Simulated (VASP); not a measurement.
# NbP in VASP: further runs

The runs below take NbP through relaxation of cell and atoms, relaxation of shape and atoms at fixed volume, single point, with PBE.

Everything below comes from runs of VASP 6.6.1. Logs are shortened: lines on timing, memory, paths and dates and some standing lists are left out, and cuts for length are marked.

## 1. The cell of the first run

Symmetry: I4_1md, No. 109, tetragonal system. Conventional cell: a = 3.350 Å, b = 3.350 Å, c = 11.480 Å, α = 90.00°, β = 90.00°, γ = 90.00°. Within 3.4 Å of Nb (site symmetry 2mm) lie 6 P at 2.55 Å and 8 Nb at 3.32 to 3.35 Å. P (site symmetry 2mm) has 6 Nb at 2.55 Å and 8 P at 3.32 to 3.35 Å within 3.4 Å.

## 2. Relaxation of cell and atoms, PBE

Input file INCAR:

```
SYSTEM = NbP
PREC = Accurate ; ENCUT = 600
EDIFF = 1E-6 ; ISMEAR = 0
SIGMA = 0.05 ; LREAL = .FALSE.
LASPH = .TRUE. ; NELM = 100
ALGO = Normal ; ISIF = 3
LWAVE = .FALSE. ; LCHARG = .FALSE.
GGA = PE ; IBRION = 2
NSW = 80 ; EDIFFG = -0.01
```

Input file KPOINTS:

```
Automatic mesh
0
G
  14 14 14
  0 0 0
```

Input file POSCAR:

```
NbP
1.0
   -1.6749232544      1.6749232544      5.7401081759
    1.6749232544     -1.6749232544      5.7401081759
    1.6749232544      1.6749232544     -5.7401081759
Nb P
2 2
Direct
    0.4998808000      0.4998808000      0.0000000000
    0.2498808000      0.7498808000      0.5000000000
    0.0827477700      0.0827477700      0.0000000000
    0.8327477700      0.3327477700      0.5000000000
```

Potentials or basis: VASP PAW PBE potentials, release 64 (Nb_sv, P).

Started as:

```
$ cat potpaw_PBE.64/Nb_sv/POTCAR potpaw_PBE.64/P/POTCAR > POTCAR
$ mpirun -np 1 vasp_std > vasp.out
```

OUTCAR:

```text
SYSTEM = NbP
   PREC = Accurate
   ENCUT = 600
   EDIFF = 1E-6
   ISMEAR = 0
   LREAL = .FALSE.
   LASPH = .TRUE.
   NELM = 100
   ISIF = 3
   GGA = PE
   IBRION = 2
   NSW = 80
   EDIFFG = -0.01

 ion  position               nearest neighbor table
   1  0.500  0.500  0.000-   4 2.55   4 2.55   3 2.55   3 2.55   3 2.55   3 2.55
   2  0.250  0.750  0.500-   3 2.55   3 2.55   4 2.55   4 2.55   4 2.55   4 2.55
   3  0.083  0.083  0.000-   2 2.55   2 2.55   1 2.55   1 2.55   1 2.55   1 2.55
   4  0.833  0.333  0.500-   1 2.55   1 2.55   2 2.55   2 2.55   2 2.55   2 2.55

  LATTYP: Found a body centered tetragonal cell.
 ALAT       =     3.3498465088
 C/A-ratio  =     3.4270872775

  Lattice vectors:

 A1 = (  -1.6749232544,   1.6749232544,   5.7401081759)
 A2 = (   1.6749232544,  -1.6749232544,   5.7401081759)
 A3 = (   1.6749232544,   1.6749232544,  -5.7401081759)

Analysis of symmetry for initial positions (statically):
=====================================================================
 Subroutine PRICEL returns:
 Original cell was already a primitive cell.

 Routine SETGRP: Setting up the symmetry group for a
 body centered tetragonal supercell.

 Subroutine GETGRP returns: Found  8 space group operations
 (whereof  4 operations were pure point group operations)
 out of a pool of 16 trial point group operations.

The static configuration has the point symmetry C_2v.
 The point group associated with its full space group is C_4v.

Analysis of symmetry for dynamics (positions and initial velocities):
=====================================================================
 Subroutine PRICEL returns:
 Original cell was already a primitive cell.

 Routine SETGRP: Setting up the symmetry group for a
 body centered tetragonal supercell.

 Subroutine GETGRP returns: Found  8 space group operations
 (whereof  4 operations were pure point group operations)
 out of a pool of 16 trial point group operations.

The dynamic configuration has the point symmetry C_2v.
 The point group associated with its full space group is C_4v.

 Subroutine INISYM returns: Found  8 space group operations
 (whereof  4 operations are pure point group operations),
 and found     1 'primitive' translations

----------------------------------------------------------------------------------------

                                     Primitive cell

  volume of cell :      64.4125

  direct lattice vectors                    reciprocal lattice vectors
    -1.674923254  1.674923254  5.740108176     0.000000000  0.298521140  0.087106372
     1.674923254 -1.674923254  5.740108176     0.298521140  0.000000000  0.087106372
     1.674923254  1.674923254 -5.740108176     0.298521140  0.298521140  0.000000000

  length of vectors
     6.209635874  6.209635874  6.209635874     0.310970081  0.310970081  0.422172645

  position of ions in fractional coordinates (direct lattice)
     0.499880800  0.499880800  0.000000000
     0.249880800  0.749880800  0.500000000
     0.082747770  0.082747770  0.000000000
     0.832747770  0.332747770  0.500000000

  ion indices of the primitive-cell ions
   primitive index   ion index
                 1           1
                 2           2
                 3           3
                 4           4

----------------------------------------------------------------------------------------

 KPOINTS: Automatic mesh

Automatic generation of k-mesh.
 Grid dimensions read from file:
 generate k-points for:   14   14   14

 Generating k-lattice:

  Cartesian coordinates                     Fractional coordinates (reciprocal lattice)
     0.000000000  0.021322939  0.006221884     0.071428571  0.000000000 -0.000000000
     0.021322939  0.000000000  0.006221884     0.000000000  0.071428571 -0.000000000
     0.021322939  0.021322939  0.000000000     0.000000000  0.000000000  0.071428571

  Length of vectors
     0.022212149  0.022212149  0.030155189

  Shift w.r.t. Gamma in fractional coordinates (k-lattice)
     0.000000000  0.000000000  0.000000000

 Subroutine IBZKPT returns following result:
 ===========================================

 Found    244 irreducible k-points:

 Following reciprocal coordinates:
            Coordinates               Weight
  0.000000  0.000000  0.000000      1.000000
  0.071429  0.000000  0.000000      8.000000
  0.142857 -0.000000  0.000000      8.000000
  0.214286 -0.000000  0.000000      8.000000
  0.285714  0.000000  0.000000      8.000000
  0.357143  0.000000  0.000000      8.000000
[... 16 lines left out ...]
  0.214286  0.142857 -0.000000     16.000000
  0.285714  0.142857  0.000000     16.000000
 [... further k-points ...]
   k-points           NKPTS =    244   k-points in BZ     NKDIM =    244   number of bands    NBANDS=     22
   number of dos      NEDOS =    301   number of ions     NIONS =      4
   total plane-waves  NPLWV = 125000
   dimension x,y,z NGX =    50 NGY =   50 NGZ =   50
   dimension x,y,z NGXF=   100 NGYF=  100 NGZF=  100
   ions per type =               2   2
   NGX,Y,Z   is equivalent  to a cutoff of  13.39, 13.39, 13.39 a.u.
   NGXF,Y,Z  is equivalent  to a cutoff of  26.77, 26.77, 26.77 a.u.
 SYSTEM =  NbP
   PREC   = accura    normal or accurate (medium, high low for compatibility)
   ISTART =      0    job   : 0-new  1-cont  2-samecut
   ICHARG =      2    charge: 1-file 2-atom 10-const
   ISPIN  =      1    spin polarized calculation?
   LNONCOLLINEAR =      F non collinear calculations
   LSORBIT =      F    spin-orbit coupling
   LASPH  =      T    aspherical Exc in radial PAW
   ENCUT  =  600.0 eV  44.10 Ry    6.64 a.u.  12.40 12.40 12.40*2*pi/ulx,y,z
   NELM   =    100;   NELMIN=  2; NELMDL= -5     # of ELM steps
   EDIFF  = 0.1E-05   stopping-criterion for ELM
   LREAL  =      F    real-space projection
   EDIFFG = -.1E-01   stopping-criterion for IOM
   NSW    =     80    number of steps for IOM
   IBRION =      2    ionic relax: 0-MD 1-quasi-New 2-CG
   NFREE  =      1    steps in history (QN), initial steepest desc. (CG)
   ISIF   =      3    stress and relaxation
   ISYM   =      2    0-nonsym 1-usesym 2-fastsym
   POTIM  = 0.5000    time-step for ionic-motion
   TEBEG  =    0.0;   TEEND  =   0.0 temperature during run
   PSTRESS=    0.0 pullay stress
   NELECT =      36.0000    total number of electrons
   NUPDOWN=      -1.0000    fix difference up-down
   EMIN   =  10.00;   EMAX   =-10.00  energy-range for DOS
   EFERMI =   0.00;   METHOD = LEGACY
   ISMEAR =     0;   SIGMA  =   0.05  broadening in eV -4-tet -1-fermi 0-gaus
   EFERMI_NEDOS =   21; number of points for ismear=-14 and -15
   IALGO  =     38    algorithm
   IMIX   =      4    mixing-type and parameters
     AMIX     =   0.40;   BMIX     =  1.00
     AMIX_MAG =   1.60;   BMIX_MAG =  1.00
  volume/ion in A,a.u.               =      16.10       108.67
  Fermi-wavevector in a.u.,A,eV,Ry     =   1.348504  2.548304 24.741706  1.818464
  Thomas-Fermi vector in A             =   2.476168
   LORBIT       =      0    0 simple, 1 ext, 2 COOP (PROOUT), +10 PAW based schemes
   GGA     = PE    functional components
   LHFCALC =     F    Hartree Fock is set to
   AEXX    =    0.0000 exact exchange contribution
   IVDW    =     0    specifies the selected vdW correction
   LEPSILON=     F    determine dielectric tensor
   LRPA    =     F    only Hartree local field effects (RPA)
 conjugate gradient relaxation of ions
 non-spin polarized calculation
 Gauss-broadening in eV      SIGMA  =   0.05
  energy-cutoff  :      600.00
  volume of cell :       64.41
 maximum number of plane-waves:      2181
 NGX is ok and might be reduce to    50
   NGX = 25   NGY = 25   NGZ = 25

--------------------------------------- Ionic step        1  -------------------------------------------

 number of electron      35.9999999 magnetization

 Free energy of the ion-electron system (eV)
  ---------------------------------------------------
  ext. energy  EPLUGINS =         0.00000000
  ---------------------------------------------------
  free energy    TOTEN  =       -35.31705927 eV

  energy without entropy =      -35.31648960  energy(sigma->0) =      -35.31677443

------------------------ aborting loop because EDIFF is reached ----------------------------------------

  FORCE on cell =-STRESS in cart. coord.  units (eV):
  Direction    XX          YY          ZZ          XY          YZ          ZX
  --------------------------------------------------------------------------------------
  -------------------------------------------------------------------------------------
  Total       -0.5533671     -0.5533671     -0.6481107      0.0000000      0.0000000      0.0000000
  in kB      -13.7642959    -13.7642959    -16.1209227      0.0000000      0.0000000      0.0000000
  external PRESSURE =     -14.5498382 kB  Pullay stress =       0.0000000 kB
[... 175 lines left out ...]
  energy  without entropy=      -35.3189372010  energy(sigma->0) =      -35.31924163

--------------------------------------- Ionic step        6  -------------------------------------------

 number of electron      35.9999999 magnetization

 Free energy of the ion-electron system (eV)
  ---------------------------------------------------
  ext. energy  EPLUGINS =         0.00000000
  ---------------------------------------------------
  free energy    TOTEN  =       -35.31956726 eV

  energy without entropy =      -35.31894292  energy(sigma->0) =      -35.31925509

 E-fermi :  10.6692     XC(G=0): -12.0276

 val. band max:       10.6602548366   @ k =  -0.1429  -0.4286   0.1429
 cond. band min:      10.7110696427   @ k =  -0.0714   0.4286   0.0714
 fundamental gap:      0.0508148061
 Fermi energy:        10.6691692460

 k-point     1 :       0.0000    0.0000    0.0000
  band No.  band energies     occupation
      1     -44.2632      2.00000
      2     -44.2244      2.00000
      3     -20.5328      2.00000
      4     -20.3281      2.00000
      5     -20.3281      2.00000
      6     -20.1838      2.00000
[... 574 lines left out ...]
      6     -20.3227      2.00000
[... 14 lines left out ...]
     21      12.8186      0.00000
     22      13.8233      0.00000

 [... further k-points ...]
[... 5 lines left out ...]
  --------------------------------------------------------------------------------------
  -------------------------------------------------------------------------------------
  Total       -0.0164304     -0.0164304     -0.0050413      0.0000000      0.0000000      0.0000000
  in kB       -0.4119418     -0.4119418     -0.1263958      0.0000000      0.0000000      0.0000000
  external PRESSURE =      -0.3167598 kB  Pullay stress =       0.0000000 kB
[... 19 lines left out ...]
  FREE ENERGIE OF THE ION-ELECTRON SYSTEM (eV)
  ---------------------------------------------------
  free  energy   TOTEN  =       -35.3195672577 eV

  energy  without entropy=      -35.3189429199  energy(sigma->0) =      -35.31925509

 reached required accuracy - stopping structural energy minimisation
```

Wall time 29 min (1 thread of AMD EPYC 9R45 (Zen 5), shared host); peak memory 0.6 GiB.

What came out:

```
Free energy                           : -35.3196 eV
Relaxed volume                        : 15.98 Å³/atom
Relaxed cell                          : a = 6.184 Å, b = 6.184 Å, c = 6.184 Å, α = 148.62°, β = 148.62°, γ = 44.97°
Space group after relaxing (to 0.1 Å) : I4_1md (No. 109)
Energy gained by relaxing             : 0.6 meV/atom
Ionic steps                           : 6
Pressure after relaxing               : 0.0 GPa
Largest force after relaxing          : 0.009 eV/Å
Band gap on the k mesh                : zero (bands 18 and 19 overlap by 0.15 eV)
```

Forces on the atoms (eV/Å):
```
Nb   0.000  0.000  0.009
Nb   0.000  0.000  0.009
P    0.000  0.000 -0.009
P    0.000  0.000 -0.009
```

Step by step:
```
step  energy change (eV)  largest force (eV/Å)  pressure (GPa)  volume (Å³)
   1              0.0000                0.0130           -1.45        64.41
   2              0.0044                0.0131            2.61        63.06
   3             -0.0023                0.0129            0.03        63.91
   4             -0.0023                0.0129            0.00        63.92
   5             -0.0025                0.0109           -0.02        63.91
   6             -0.0025                0.0092           -0.03        63.90
```

Final structure:
```cif
data_structure
_symmetry_space_group_name_H-M 'P 1'
_symmetry_Int_Tables_number 1
_cell_length_a 6.1835
_cell_length_b 6.1835
_cell_length_c 6.1835
_cell_angle_alpha 148.621
_cell_angle_beta 148.621
_cell_angle_gamma 44.970
_cell_volume 63.90
loop_
_atom_site_label
_atom_site_type_symbol
_atom_site_fract_x
_atom_site_fract_y
_atom_site_fract_z
_atom_site_occupancy
Nb1 Nb 0.49998 0.49998 0.00000 1
Nb2 Nb 0.24998 0.74997 0.50000 1
P1 P 0.08265 0.08265 0.00000 1
P2 P 0.83265 0.33265 0.50000 1
```

Levels at points of the mesh, in eV from the Fermi level:
| k point | band 14 | band 15 | band 16 | band 17 | band 18 | band 19 | band 20 | band 21 | band 22 |
| --- | --- | --- | --- | --- | --- | --- | --- | --- | --- |
| (0.00, 0.00, 0.00) | -2.25 | -2.15 | -1.71 | -1.37 | -1.37 | 0.82 | 1.60 | 2.68 | 3.15 |
| (0.50, 0.00, 0.00) | -3.24 | -2.33 | -1.87 | -1.52 | -0.11 | 0.07 | 1.31 | 2.47 | 2.65 |
| (0.50, 0.50, 0.00) | -4.65 | -2.85 | -2.85 | -0.44 | -0.44 | 2.98 | 2.98 | 3.08 | 3.08 |
| (0.50, 0.50, 0.50) | -2.72 | -2.69 | -2.69 | -0.54 | -0.54 | 1.19 | 1.19 | 2.32 | 2.32 |

## 3. Relaxation of shape and atoms at fixed volume, PBE (16.32 Å³/atom)

This run uses another cell than the first one, of 16.32 Å³/atom.

Input file INCAR:

```
SYSTEM = NbP
  PREC = Accurate
  ENCUT = 600
  EDIFF = 1E-7
  ISMEAR = 0
  SIGMA = 0.05
  LREAL = .FALSE.
  LASPH = .TRUE.
  NELM = 100
  ALGO = Normal
  ISIF = 4
  LWAVE = .FALSE.
  LCHARG = .FALSE.
  GGA = PE
  IBRION = 2
  NSW = 60
  EDIFFG = -0.01
```

KPOINTS is that of step 2.

Input file POSCAR:

```
NbP
1.0
   -1.6841952046      1.6841952046      5.7552777990
    1.6841952046     -1.6841952046      5.7552777990
    1.6841952046      1.6841952046     -5.7552777990
Nb P
2 2
Direct
    0.5000094769      0.5000094769      0.0000000000
    0.2500094769      0.7500094769      0.5000000000
    0.0826190931      0.0826190931      0.0000000000
    0.8326190931      0.3326190931      0.5000000000
```

Potentials or basis: VASP PAW PBE potentials, release 64 (Nb_sv, P).

Started as:

```
$ cat potpaw_PBE.64/Nb_sv/POTCAR potpaw_PBE.64/P/POTCAR > POTCAR
$ mpirun -np 1 vasp_std > vasp.out
```

Run time: 45 min. Hardware: 1 thread of Intel Xeon 8259CL, shared host; peak memory 0.64 GiB.

The run converged. Its results:

| Property | Result |
| --- | --- |
| Free energy | -35.3025 eV |
| Energy gained by relaxing | 0.1 meV/atom |
| Ionic steps | 4 |
| Pressure after relaxing | -3.9 GPa |
| Band gap on the k mesh | zero (bands 18 and 19 overlap by 0.15 eV) |

The path:
| step | energy change (eV) | largest force (eV/Å) | pressure (GPa) | volume (Å³) |
| --- | --- | --- | --- | --- |
| 1 | 0.0000 | 0.0082 | -3.95 | 65.30 |
| 2 | -0.0003 | 0.0149 | -3.90 | 65.30 |
| 3 | -0.0003 | 0.0161 | -3.89 | 65.30 |
| 4 | -0.0003 | 0.0016 | -3.88 | 65.30 |

Final structure:
```
Nb P
1.0
    -1.68226    1.68226    5.76850
     1.68226   -1.68226    5.76850
     1.68226    1.68226   -5.76850
Nb P
2 2
Direct
  0.49990 0.49990 0.00000
  0.24990 0.74990 0.50000
  0.08273 0.08273 0.00000
  0.83273 0.33273 0.50000
```

Levels at points of the mesh, in eV from the Fermi level:
```tsv
k point	band 16	band 17	band 18	band 19	band 20	band 21
(0.00, 0.00, 0.00)	-1.69	-1.36	-1.36	0.81	1.55	2.59
(0.50, 0.00, 0.00)	-1.87	-1.48	-0.14	0.07	1.28	2.38
(0.50, 0.50, 0.00)	-2.84	-0.44	-0.44	2.89	2.89	2.98
(0.50, 0.50, 0.50)	-2.61	-0.55	-0.55	1.16	1.16	2.24
```

## 4. Single point, PBE (atom 3 (P) moved 0.08 Å along z)

Input file INCAR:

```
SYSTEM = NbP
PREC     = Accurate       ! precision mode
ENCUT    = 520            ! plane-wave cutoff, eV
EDIFF    = 1E-7           ! SCF threshold, eV
ISMEAR   = 0              ! smearing method
SIGMA    = 0.05           ! smearing width, eV
LREAL    = .FALSE.        ! projectors in reciprocal space
LASPH    = .TRUE.         ! aspherical terms in the spheres
NELM     = 80             ! most SCF steps
ALGO     = Normal         ! electronic algorithm
ISIF     = 2              ! what is computed and relaxed
LWAVE    = .FALSE.        ! write WAVECAR
LCHARG   = .TRUE.         ! write CHGCAR
GGA      = PE             ! functional
LELF     = .TRUE.         ! ELF
LVHAR    = .TRUE.       
NBANDS   = 26             ! bands
```

Input file KPOINTS:

```
regular mesh
0
G
  14 14 14
  0 0 0
```

Input file POSCAR:

```
NbP
1.0
   -1.6731146522      1.6731146522      5.7174130330
    1.6731146522     -1.6731146522      5.7174130330
    1.6731146522      1.6731146522     -5.7174130330
Nb P
2 2
Direct
    0.5000094769      0.5000094769      0.0000000000
    0.2500094769      0.7500094769      0.5000000000
    0.0896152642      0.0896152642      0.0000000000
    0.8326190931      0.3326190931      0.5000000000
```

Started as:

```
$ cat potpaw_PBE.64/Nb_sv/POTCAR potpaw_PBE.64/P/POTCAR > POTCAR
$ mpirun -np 1 vasp_std > vasp.out
```

Run time: 34 min. Hardware: 1 thread of Intel Xeon Platinum 8488C (Sapphire Rapids), shared host; peak memory 0.75 GiB.

The run converged. Its results:

```yaml
Free_energy: -35.2731 eV
Pressure: -0.1 GPa
Largest_force: 1.172 eV/Å
Band_gap_on_the_k_mesh: zero (bands 18 and 19 overlap by 0.22 eV)
```

Forces on the atoms (eV/Å):
```
Nb   0.000  0.000  0.447
Nb   0.000  0.000  0.523
P    0.000  0.000 -1.172
P    0.000  0.000  0.203
```

Stress tensor (GPa, compression positive):
```
 0.09  0.00  0.00
 0.00 -1.43  0.00
 0.00  0.00  1.02
```

Levels at points of the mesh, in eV from the Fermi level:
```csv
k point,band 14,band 15,band 16,band 17,band 18,band 19,band 20,band 21,band 22,band 23
"(0.00, 0.00, 0.00)",-2.27,-2.10,-1.69,-1.41,-1.36,0.85,1.67,2.58,3.05,3.24
"(0.50, 0.00, 0.00)",-3.14,-2.37,-2.06,-1.48,-0.07,0.04,1.23,2.45,2.67,3.30
"(0.00, 0.50, 0.00)",-3.28,-2.11,-1.94,-1.57,-0.11,0.04,1.27,2.45,2.64,3.33
"(0.50, 0.50, 0.00)",-4.68,-2.95,-2.77,-0.54,-0.35,2.90,2.98,3.08,3.10,3.92
"(0.50, 0.50, 0.50)",-2.78,-2.74,-2.60,-0.57,-0.48,1.14,1.33,2.21,2.27,3.50
```

Caveat: the cell differs from its parent crystal (atom 3 (P) moved 0.08 Å along z); forces of over 1 eV/Å act on the atoms, so gaps and moduli don't describe the material at rest.

## 5. The runs side by side

| task | cell | cutoff (eV) | gap on the mesh (eV) | pressure (GPa) | largest force (eV/Å) |
| --- | --- | --- | --- | --- | --- |
| relaxation of cell and atoms | relaxed from a = 6.210 Å, angles 148.7, 148.7, 44.8°, 4 atoms, atomic positions A | 600 | none | 0.0 | 0.01 |
| relaxation of shape and atoms at fixed volume | relaxed from a = 6.229 Å, angles 148.6, 148.6, 45.0°, 4 atoms, atomic positions B | 600 | none | -3.9 | - |
| single point | a = 6.188 Å, angles 148.6, 148.6, 45.0°, 4 atoms, atomic positions C | 520 | none | -0.1 | 1.17 |

Alike in all rows: level PBE; potentials or basis VASP PAW PBE potentials, release 64 (Nb_sv, P); no spin polarisation; k mesh 14 × 14 × 14; smearing gaussian 0.05 eV.

Caveats: forces of over 1 eV/Å act on the atoms, so gaps and moduli don't describe the material at rest (at least some runs).

Absolute energies hang on the potentials; compare differences alone.

The gap in the log of VASP goes by the Fermi energy; the results here count the filled bands.